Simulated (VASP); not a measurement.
Here is a VASP 6.6.1 calculation.

INCAR

```
ALGO     = Normal         # electronic algorithm
EDIFF    = 1E-7           # SCF threshold, eV
ENCUT    = 520            # plane-wave cutoff, eV
GGA      = CA             # functional
ISIF     = 2              # what is computed and relaxed
ISMEAR   = 0              # smearing method
LASPH    = T              # aspherical terms in the spheres
LCHARG   = F              # write CHGCAR
LREAL    = F              # projectors in reciprocal space
LWAVE    = F              # write WAVECAR
NBANDS   = 35             # bands
NELM     = 80             # most SCF steps
PREC     = Accurate       # precision mode
SIGMA    = 0.02           # smearing width, eV
```

Contents of KPOINTS:

```
k-points
0
Gamma
  6 10 1
```

The input POSCAR:

```
Te2Mo
1.0
    6.3616090156      0.0000000000      0.0000000000
    0.0000000000      3.4804030600      0.0000000000
   -0.0857412231      0.0000000000     36.1758904685
Te Mo
4 2
Direct
    0.0791521300      0.7500000000      0.4434726800
    0.9208478700      0.2500000000      0.5565273200
    0.5707489000      0.2500000000      0.4592964200
    0.4292511000      0.7500000000      0.5407035800
    0.8186524400      0.7500000000      0.5025346300
    0.1813475600      0.2500000000      0.4974653700
```

Potentials or basis: VASP PAW LDA potentials, release 64 (Te, Mo_sv).

Command:

```console
$ cat potpaw_LDA.64/Te/POTCAR potpaw_LDA.64/Mo_sv/POTCAR > POTCAR
$ mpirun -np 1 vasp_std > vasp.out
```

Q: What does it give for the largest force?

A: 0.431 eV/Å.

Q: What does it give for the band gap on the k mesh?

A: Zero (band 26 reaches -2.27 eV, above the bottom of band 27 at -2.44 eV).

Forces on the atoms (eV/Å):
```
Te  -0.005  0.000  0.431
Te   0.005  0.000 -0.431
Te  -0.030  0.000  0.342
Te   0.030  0.000 -0.342
Mo   0.144  0.000  0.119
Mo  -0.144  0.000 -0.119
```

Caveat: spin-orbit coupling is left out, which moves the levels of the heavy elements.
